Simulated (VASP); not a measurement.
# Cr3O (P6_3/mmc) in VASP: further runs

Runs on Cr3O. Level: PBE. Tasks: single point, relaxation of cell and atoms.

Program: VASP 6.6.1. These are calculated values, not measurements. Logs are shortened: lines on timing, memory, paths and dates and some standing lists are left out, and cuts for length are marked.

### 1 The cell of the first run

The structure is hexagonal, space group P6_3/mmc (No. 194). Conventional cell: a = 5.044 Å, b = 5.044 Å, c = 3.955 Å, α = 90.00°, β = 90.00°, γ = 120.00°. Within 3.2 Å of Cr (site symmetry mm2) lie 8 Cr at 2.40 to 2.64 Å and 4 O at 2.50 to 2.52 Å. Within 3.3 Å of O (site symmetry -6m2) lie 12 Cr at 2.50 to 2.52 Å.

### 2 Single point, PBE

The input, INCAR:

```
PREC     = Accurate       # precision mode
ENCUT    = 520            # plane-wave cutoff, eV
EDIFF    = 1E-7           # SCF threshold, eV
ISMEAR   = 0              # smearing method
SIGMA    = 0.1            # smearing width, eV
LREAL    = False          # projectors in reciprocal space
LASPH    = True           # aspherical terms in the spheres
NELM     = 60             # most SCF steps
ALGO     = Normal         # electronic algorithm
ISIF     = 2              # what is computed and relaxed
LWAVE    = False          # write WAVECAR
LCHARG   = True           # write CHGCAR
GGA      = PE             # functional
LELF     = True           # ELF
LVHAR    = True         
NBANDS   = 52             # bands
```

The input, KPOINTS:

```
regular mesh
0
Gamma
  6 6 4
```

The input, POSCAR:

```
Cr3O
1.0
    5.0436319958      0.0000000000      0.0000000000
   -2.5218159979      4.3679134357      0.0000000000
    0.0000000000      0.0000000000      3.9545329674
Cr O
6 2
Direct
    0.8414700603      0.6829401206      0.2500000000
    0.1585299397      0.8414700603      0.7500000000
    0.3170598794      0.1585299397      0.2500000000
    0.1585299397      0.3170598794      0.7500000000
    0.8414700603      0.1585299397      0.2500000000
    0.6829401206      0.8414700603      0.7500000000
    0.3333333333      0.6666666667      0.2500000000
    0.6666666667      0.3333333333      0.7500000000
```

Potentials or basis: VASP PAW PBE potentials, release 64 (Cr_pv, O).

On the command line:

```console
$ cat potpaw_PBE.64/Cr_pv/POTCAR potpaw_PBE.64/O/POTCAR > POTCAR
$ mpirun -np 1 vasp_std > vasp.out
```

OUTCAR:

```text
PREC = Accurate
   ENCUT = 520
   EDIFF = 1E-7
   ISMEAR = 0
   LREAL = False
   LASPH = True
   NELM = 60
   ISIF = 2
   GGA = PE

 ion  position               nearest neighbor table
   1  0.841  0.683  0.250-   3 2.40   5 2.40   6 2.41   6 2.41   2 2.41   2 2.41   8 2.50   8 2.50
                             7 2.52   7 2.52   5 2.64   3 2.64
   2  0.159  0.841  0.750-   4 2.40   6 2.40   3 2.41   3 2.41   1 2.41   1 2.41   7 2.50   7 2.50
                             8 2.52   8 2.52   4 2.64   6 2.64
   3  0.317  0.159  0.250-   1 2.40   5 2.40   2 2.41   2 2.41   4 2.41   4 2.41   8 2.50   8 2.50
                             7 2.52   7 2.52   1 2.64   5 2.64
   4  0.159  0.317  0.750-   2 2.40   6 2.40   3 2.41   3 2.41   5 2.41   5 2.41   7 2.50   7 2.50
                             8 2.52   8 2.52   2 2.64   6 2.64
   5  0.841  0.159  0.250-   1 2.40   3 2.40   6 2.41   6 2.41   4 2.41   4 2.41   8 2.50   8 2.50
                             7 2.52   7 2.52   1 2.64   3 2.64
   6  0.683  0.841  0.750-   4 2.40   2 2.40   5 2.41   5 2.41   1 2.41   1 2.41   7 2.50   7 2.50
                             8 2.52   8 2.52   4 2.64   2 2.64
   7  0.333  0.667  0.250-   2 2.50   2 2.50   4 2.50   4 2.50   6 2.50   6 2.50   3 2.52   1 2.52
                             5 2.52   5 2.52   3 2.52   1 2.52
   8  0.667  0.333  0.750-   5 2.50   5 2.50   1 2.50   1 2.50   3 2.50   3 2.50   6 2.52   4 2.52
                             2 2.52   2 2.52   6 2.52   4 2.52

  LATTYP: Found a hexagonal cell.
 ALAT       =     5.0436319958
 C/A-ratio  =     0.7840645334

  Lattice vectors:

 A1 = (   5.0436319958,   0.0000000000,   0.0000000000)
 A2 = (  -2.5218159979,   4.3679134357,   0.0000000000)
 A3 = (   0.0000000000,   0.0000000000,   3.9545329674)

Analysis of symmetry for initial positions (statically):
=====================================================================
 Subroutine PRICEL returns:
 Original cell was already a primitive cell.

 Routine SETGRP: Setting up the symmetry group for a
 hexagonal supercell.

 Subroutine GETGRP returns: Found 24 space group operations
 (whereof 12 operations were pure point group operations)
 out of a pool of 24 trial point group operations.

The static configuration has the point symmetry D_3d.
 The point group associated with its full space group is D_6h.

Analysis of symmetry for dynamics (positions and initial velocities):
=====================================================================
 Subroutine PRICEL returns:
 Original cell was already a primitive cell.

 Routine SETGRP: Setting up the symmetry group for a
 hexagonal supercell.

 Subroutine GETGRP returns: Found 24 space group operations
 (whereof 12 operations were pure point group operations)
 out of a pool of 24 trial point group operations.

The dynamic configuration has the point symmetry D_3d.
 The point group associated with its full space group is D_6h.

 Subroutine INISYM returns: Found 24 space group operations
 (whereof 12 operations are pure point group operations),
 and found     1 'primitive' translations

----------------------------------------------------------------------------------------

                                     Primitive cell

  volume of cell :      87.1189

  direct lattice vectors                    reciprocal lattice vectors
     5.043631996  0.000000000  0.000000000     0.198269818  0.114471133  0.000000000
    -2.521815998  4.367913436  0.000000000     0.000000000  0.228942266  0.000000000
     0.000000000  0.000000000  3.954532967     0.000000000  0.000000000  0.252874362

  length of vectors
     5.043631996  5.043631996  3.954532967     0.228942266  0.228942266  0.252874362

  position of ions in fractional coordinates (direct lattice)
     0.841470060  0.682940121  0.250000000
     0.158529940  0.841470060  0.750000000
     0.317059879  0.158529940  0.250000000
     0.158529940  0.317059879  0.750000000
     0.841470060  0.158529940  0.250000000
     0.682940121  0.841470060  0.750000000
     0.333333333  0.666666667  0.250000000
     0.666666667  0.333333333  0.750000000

  ion indices of the primitive-cell ions
   primitive index   ion index
                 1           1
                 2           2
                 3           3
                 4           4
                 5           5
                 6           6
                 7           7
                 8           8

----------------------------------------------------------------------------------------

 KPOINTS: regular mesh

Automatic generation of k-mesh.
 Grid dimensions read from file:
 generate k-points for:    6    6    4

 Generating k-lattice:

  Cartesian coordinates                     Fractional coordinates (reciprocal lattice)
     0.033044970  0.019078522  0.000000000     0.166666667  0.000000000  0.000000000
     0.000000000  0.038157044  0.000000000     0.000000000  0.166666667  0.000000000
[... 44 lines left out ...]
   EDIFFG = 0.1E-05   stopping-criterion for IOM
   NSW    =      0    number of steps for IOM
   IBRION =     -1    ionic relax: 0-MD 1-quasi-New 2-CG
   NFREE  =      0    steps in history (QN), initial steepest desc. (CG)
   ISIF   =      2    stress and relaxation
   ISYM   =      2    0-nonsym 1-usesym 2-fastsym
   POTIM  = 0.5000    time-step for ionic-motion
   TEBEG  =    0.0;   TEEND  =   0.0 temperature during run
   PSTRESS=    0.0 pullay stress
   NELECT =      84.0000    total number of electrons
   NUPDOWN=      -1.0000    fix difference up-down
   EMIN   =  10.00;   EMAX   =-10.00  energy-range for DOS
   EFERMI =   0.00;   METHOD = LEGACY
   ISMEAR =     0;   SIGMA  =   0.10  broadening in eV -4-tet -1-fermi 0-gaus
   EFERMI_NEDOS =   21; number of points for ismear=-14 and -15
   IALGO  =     38    algorithm
   IMIX   =      4    mixing-type and parameters
     AMIX     =   0.40;   BMIX     =  1.00
     AMIX_MAG =   1.60;   BMIX_MAG =  1.00
  volume/ion in A,a.u.               =      10.89        73.49
  Fermi-wavevector in a.u.,A,eV,Ry     =   1.617324  3.056299 35.589265  2.615737
  Thomas-Fermi vector in A             =   2.711767
   LORBIT       =      0    0 simple, 1 ext, 2 COOP (PROOUT), +10 PAW based schemes
   GGA     = PE    functional components
   LHFCALC =     F    Hartree Fock is set to
   AEXX    =    0.0000 exact exchange contribution
   IVDW    =     0    specifies the selected vdW correction
   LEPSILON=     F    determine dielectric tensor
   LRPA    =     F    only Hartree local field effects (RPA)
 non-spin polarized calculation
 Gauss-broadening in eV      SIGMA  =   0.10
  energy-cutoff  :      520.00
  volume of cell :       87.12
 maximum number of plane-waves:      2378
 NGX is ok and might be reduce to    40
   NGX = 19   NGY = 19   NGZ = 15

 number of electron      84.0000026 magnetization

 Free energy of the ion-electron system (eV)
  ---------------------------------------------------
  ext. energy  EPLUGINS =         0.00000000
  ---------------------------------------------------
  free energy    TOTEN  =       -63.76295849 eV

  energy without entropy =      -63.73008932  energy(sigma->0) =      -63.74652390

 E-fermi :  10.1587     XC(G=0): -13.1105

 val. band max:       10.1118278929   @ k =   0.3333  -0.0000   0.2500
 cond. band min:      10.1663861507   @ k =   0.3333   0.1667   0.2500
 fundamental gap:      0.0545582578
 Fermi energy:        10.1586708015

 k-point     1 :       0.0000    0.0000    0.0000
  band No.  band energies     occupation
      1     -33.6572      2.00000
      2     -33.6139      2.00000
      3     -33.4122      2.00000
      4     -33.3341      2.00000
      5     -33.3341      2.00000
      6     -33.2672      2.00000
[... 44 lines left out ...]
     51      11.3225      0.00000
     52      11.3674      0.00000

 k-point     2 :       0.1667    0.0000    0.0000
  band No.  band energies     occupation
      1     -33.6251      2.00000
      2     -33.6075      2.00000
      3     -33.3840      2.00000
      4     -33.3298      2.00000
      5     -33.3167      2.00000
      6     -33.2741      2.00000
[... 1037 lines left out ...]
 k-point    21 :       0.3333    0.3333    0.5000
  band No.  band energies     occupation
      1     -33.4686      2.00000
      2     -33.4686      2.00000
      3     -33.4672      2.00000
      4     -33.4672      2.00000
      5     -33.4423      2.00000
      6     -33.4423      2.00000
[... 44 lines left out ...]
     51      10.9421      0.00000
     52      10.9421      0.00000

------------------------ aborting loop because EDIFF is reached ----------------------------------------

  FORCE on cell =-STRESS in cart. coord.  units (eV):
  Direction    XX          YY          ZZ          XY          YZ          ZX
  --------------------------------------------------------------------------------------
  -------------------------------------------------------------------------------------
  Total       -0.2150985     -0.2150985     -0.2913432      0.0000000     -0.0000000      0.0000000
  in kB       -3.9558085     -3.9558085     -5.3580018      0.0000000     -0.0000000      0.0000000
  external PRESSURE =      -4.4232062 kB  Pullay stress =       0.0000000 kB

 VOLUME and BASIS-vectors are now :
 -----------------------------------------------------------------------------
  energy-cutoff  :      520.00
  volume of cell :       87.12
      direct lattice vectors                 reciprocal lattice vectors
     5.043631996  0.000000000  0.000000000     0.198269818  0.114471133  0.000000000
    -2.521815998  4.367913436  0.000000000     0.000000000  0.228942266  0.000000000
     0.000000000  0.000000000  3.954532967     0.000000000  0.000000000  0.252874362

 POSITION                                       TOTAL-FORCE (eV/Angst)
 -----------------------------------------------------------------------------------
      2.52182      2.98302      0.98863         0.000000     -0.030905     -0.000000
     -1.32247      3.67547      2.96590         0.026764     -0.015452      0.000000
      1.19935      0.69245      0.98863         0.026764      0.015452      0.000000
      0.00000      1.38489      2.96590        -0.000000      0.030905      0.000000
      3.84428      0.69245      0.98863        -0.026764      0.015452     -0.000000
      1.32247      3.67547      2.96590        -0.026764     -0.015452     -0.000000
     -0.00000      2.91194      0.98863         0.000000      0.000000      0.000000
      2.52182      1.45597      2.96590         0.000000     -0.000000      0.000000
 -----------------------------------------------------------------------------------
    total drift:                               -0.000000      0.000000     -0.000000

  FREE ENERGIE OF THE ION-ELECTRON SYSTEM (eV)
  ---------------------------------------------------
  free  energy   TOTEN  =       -63.7629584883 eV

  energy  without entropy=      -63.7300893192  energy(sigma->0) =      -63.74652390
```

Wall time 2.3 min (1 thread of Oxide Virtual Turin-like, shared host); peak memory 0.21 GiB.

What came out:

| Quantity | Value |
| --- | --- |
| Free energy | -63.7630 eV |
| Pressure | -0.4 GPa |
| Largest force | 0.031 eV/Å |
| Band gap on the k mesh | zero (band 42 reaches 10.48 eV, above the bottom of band 43 at 9.71 eV) |

Forces in eV/Å, atoms in the order of the input:
```
Cr   0.000 -0.031  0.000
Cr   0.027 -0.015  0.000
Cr   0.027  0.015  0.000
Cr   0.000  0.031  0.000
Cr  -0.027  0.015  0.000
Cr  -0.027 -0.015  0.000
O    0.000  0.000  0.000
O    0.000  0.000  0.000
```

Caveat: the k points lie up to 0.40 Å⁻¹ apart; the run has no spin polarisation, though such a crystal can be magnetic. With open d or f shells a metallic result of PBE can be an artefact of self-interaction; +U or a hybrid may open a gap.

### 3 Relaxation of cell and atoms, PBE

This run uses another cell than the first one, of 11.82 Å³/atom, 1.086 times its volume.

The input, INCAR:

```
PREC     = Accurate       # precision mode
ENCUT    = 600            # plane-wave cutoff, eV
EDIFF    = 1E-6           # SCF threshold, eV
ISMEAR   = 0              # smearing method
SIGMA    = 0.1            # smearing width, eV
LREAL    = False          # projectors in reciprocal space
LASPH    = True           # aspherical terms in the spheres
NELM     = 60             # most SCF steps
ALGO     = Normal         # electronic algorithm
ISIF     = 3              # what is computed and relaxed
LWAVE    = False          # write WAVECAR
LCHARG   = False          # write CHGCAR
GGA      = PE             # functional
IBRION   = 2              # ionic algorithm
NSW      = 90             # ionic steps
EDIFFG   = -0.04          # ionic threshold
```

The input, KPOINTS:

```
Automatic mesh
0
Gamma
  6 6 4
```

The input, POSCAR:

```
Cr3O
1.0
    5.1435464707      0.0000000000      0.0000000000
   -2.5717732353      4.4544419091      0.0000000000
    0.0000000000      0.0000000000      4.1284896524
Cr O
6 2
Direct
    0.8330000000      0.6660000000      0.2500000000
    0.1670000000      0.8330000000      0.7500000000
    0.3340000000      0.1670000000      0.2500000000
    0.1670000000      0.3340000000      0.7500000000
    0.8330000000      0.1670000000      0.2500000000
    0.6660000000      0.8330000000      0.7500000000
    0.3333333333      0.6666666667      0.2500000000
    0.6666666667      0.3333333333      0.7500000000
```

Potentials or basis: VASP PAW PBE potentials, release 64 (Cr_pv, O).

On the command line:

```console
$ cat potpaw_PBE.64/Cr_pv/POTCAR potpaw_PBE.64/O/POTCAR > POTCAR
$ mpirun -np 1 vasp_std > vasp.out
```

It took 16 min on 1 thread of Oxide Virtual Turin-like, shared host; peak memory 0.26 GiB.

The run converged. Its results:

```yaml
Free_energy: -63.7751 eV
Relaxed_volume: 10.85 Å³/atom
Relaxed_cell: a = 5.026 Å, b = 5.026 Å, c = 3.968 Å, α = 90.00°, β = 90.00°, γ = 120.00°
Space_group_after_relaxing_to_0.05_Å: P6_3/mmc (No. 194)
Energy_gained_by_relaxing: 102.2 meV/atom
Ionic_steps: 9
Pressure_after_relaxing: -0.1 GPa
Band_gap_on_the_k_mesh: zero (band 42 reaches 10.55 eV, above the bottom of band 43 at 9.76 eV)
```

Forces in eV/Å, atoms in the order of the input:
```
Cr   0.000  0.003  0.000
Cr  -0.002  0.001  0.000
Cr  -0.002 -0.001  0.000
Cr   0.000 -0.003  0.000
Cr   0.002 -0.001  0.000
Cr   0.002  0.001  0.000
O    0.000  0.000  0.000
O    0.000  0.000  0.000
```

Stress tensor (GPa, compression positive):
```
 0.14  0.00  0.00
 0.00  0.14  0.00
 0.00  0.00 -0.58
```

The path:
| step | energy change (eV) | largest force (eV/Å) | pressure (GPa) | volume (Å³) |
| --- | --- | --- | --- | --- |
| 1 | 0.0000 | 1.2234 | -17.60 | 94.59 |
| 2 | -0.1603 | 0.4507 | 26.70 | 77.90 |
| 3 | -0.7229 | 0.6622 | 1.76 | 85.02 |
| 4 | -0.7232 | 0.6423 | 2.26 | 84.84 |
| 5 | -0.8062 | 0.0800 | 2.08 | 85.66 |
| 6 | -0.8097 | 0.0688 | 2.11 | 85.86 |
| 7 | -0.8108 | 0.0785 | -2.10 | 87.62 |
| 8 | -0.8162 | 0.0099 | -0.13 | 86.78 |
| 9 | -0.8172 | 0.0026 | -0.10 | 86.79 |

Final structure:
```xyz
8
Lattice="5.0259 0.0000 0.0000 -2.5129 4.3525 0.0000 0.0000 0.0000 3.9677" Properties=species:S:1:pos:R:3 pbc="T T T"
Cr    2.5129    2.9697    0.9919
Cr   -1.3154    3.6611    2.9758
Cr    1.1976    0.6914    0.9919
Cr    0.0000    1.3828    2.9758
Cr    3.8283    0.6914    0.9919
Cr    1.3154    3.6611    2.9758
O     0.0000    2.9017    0.9919
O     2.5129    1.4508    2.9758
```

Levels at points of the mesh, in eV from the Fermi level:
| k point | band 39 | band 40 | band 41 | band 42 | band 43 | band 44 | band 45 | band 46 |
| --- | --- | --- | --- | --- | --- | --- | --- | --- |
| (0.00, 0.00, 0.00) | -1.06 | -1.06 | -0.63 | -0.13 | -0.13 | 0.73 | 0.73 | 0.84 |
| (0.50, 0.00, 0.00) | -1.10 | -0.98 | -0.88 | -0.63 | -0.19 | 0.31 | 0.43 | 0.45 |
| (0.00, 0.00, 0.50) | -1.35 | -1.35 | 0.21 | 0.21 | 0.21 | 0.21 | 0.28 | 0.28 |
| (0.50, 0.00, 0.50) | -0.66 | -0.66 | -0.22 | -0.22 | 0.27 | 0.27 | 0.33 | 0.33 |

Caveat: the k points lie up to 0.40 Å⁻¹ apart in the final cell; the run has no spin polarisation, though such a crystal can be magnetic.

### 4 Single point, PBE

The input, INCAR:

```
SYSTEM = Cr3O
PREC     = Accurate       ! precision mode
ENCUT    = 520            ! plane-wave cutoff, eV
EDIFF    = 1E-7           ! SCF threshold, eV
ISMEAR   = 0              ! smearing method
SIGMA    = 0.1            ! smearing width, eV
LREAL    = .False.        ! projectors in reciprocal space
LASPH    = .True.         ! aspherical terms in the spheres
NELM     = 80             ! most SCF steps
ALGO     = Normal         ! electronic algorithm
ISIF     = 2              ! what is computed and relaxed
LWAVE    = .False.        ! write WAVECAR
LCHARG   = .False.        ! write CHGCAR
GGA      = PE             ! functional
NBANDS   = 52             ! bands
```

The input, KPOINTS:

```
Automatic mesh
0
Gamma
  12 12 10
  0 0 0
```

The input, POSCAR:

```
Cr3O
1.0
    5.0532927422      0.0000000000      0.0000000000
   -2.5266463711      4.3762798875      0.0000000000
    0.0000000000      0.0000000000      3.9350070533
Cr O
6 2
Direct
    0.8414249359      0.6828498718      0.2500000000
    0.1585750641      0.8414249359      0.7500000000
    0.3171501282      0.1585750641      0.2500000000
    0.1585750641      0.3171501282      0.7500000000
    0.8414249359      0.1585750641      0.2500000000
    0.6828498718      0.8414249359      0.7500000000
    0.3333333333      0.6666666667      0.2500000000
    0.6666666667      0.3333333333      0.7500000000
```

On the command line:

```console
$ cat potpaw_PBE.64/Cr_pv/POTCAR potpaw_PBE.64/O/POTCAR > POTCAR
$ mpirun -np 1 vasp_std > vasp.out
```

Wall time 9.9 min (1 thread of Oxide Virtual Turin-like, shared host); peak memory 0.43 GiB.

The run converged. Its results:

```yaml
Free_energy: -63.7896 eV
Pressure: -0.2 GPa
Largest_force: 0.025 eV/Å
Band_gap_on_the_k_mesh: zero (band 42 reaches 10.52 eV, above the bottom of band 43 at 9.73 eV)
```

Forces on the atoms (eV/Å):
```
Cr   0.000 -0.025  0.000
Cr   0.021 -0.012  0.000
Cr   0.021  0.012  0.000
Cr   0.000  0.025  0.000
Cr  -0.021  0.012  0.000
Cr  -0.021 -0.012  0.000
O    0.000  0.000  0.000
O    0.000  0.000  0.000
```

Levels at points of the mesh, in eV from the Fermi level:
```
           k point  band 40  band 41  band 42  band 43  band 44  band 45
(0.00, 0.00, 0.00)    -1.09    -0.64    -0.17    -0.17     0.70     0.70
(0.50, 0.00, 0.00)    -0.97    -0.91    -0.64    -0.22     0.27     0.44
(0.00, 0.00, 0.50)    -1.40     0.14     0.14     0.14     0.14     0.22
(0.50, 0.00, 0.50)    -0.70    -0.28    -0.28     0.28     0.28     0.29
```

Caveat: the run has no spin polarisation, though such a crystal can be magnetic. With open d or f shells a metallic result of PBE can be an artefact of self-interaction; +U or a hybrid may open a gap.

### 5 The runs side by side

| task | cell | k mesh | cutoff (eV) | gap on the mesh (eV) | pressure (GPa) | largest force (eV/Å) |
| --- | --- | --- | --- | --- | --- | --- |
| single point | a = 5.044, b = 5.044, c = 3.955 Å, angles 90.0, 90.0, 120.0°, 8 atoms | 6 × 6 × 4 | 520 | none | -0.4 | 0.03 |
| relaxation of cell and atoms | relaxed from a = 5.144, b = 5.144, c = 4.128 Å, angles 90.0, 90.0, 120.0°, 8 atoms | 6 × 6 × 4 | 600 | none | -0.1 | - |
| single point | a = 5.053, b = 5.053, c = 3.935 Å, angles 90.0, 90.0, 120.0°, 8 atoms | 12 × 12 × 10 | 520 | none | -0.2 | 0.02 |

Alike in all rows: level PBE; potentials or basis VASP PAW PBE potentials, release 64 (Cr_pv, O); no spin polarisation; smearing gaussian 0.1 eV.

Caveats: some runs use coarse meshes; the run has no spin polarisation, though such a crystal can be magnetic.

Absolute energies hang on the potentials; compare differences alone.
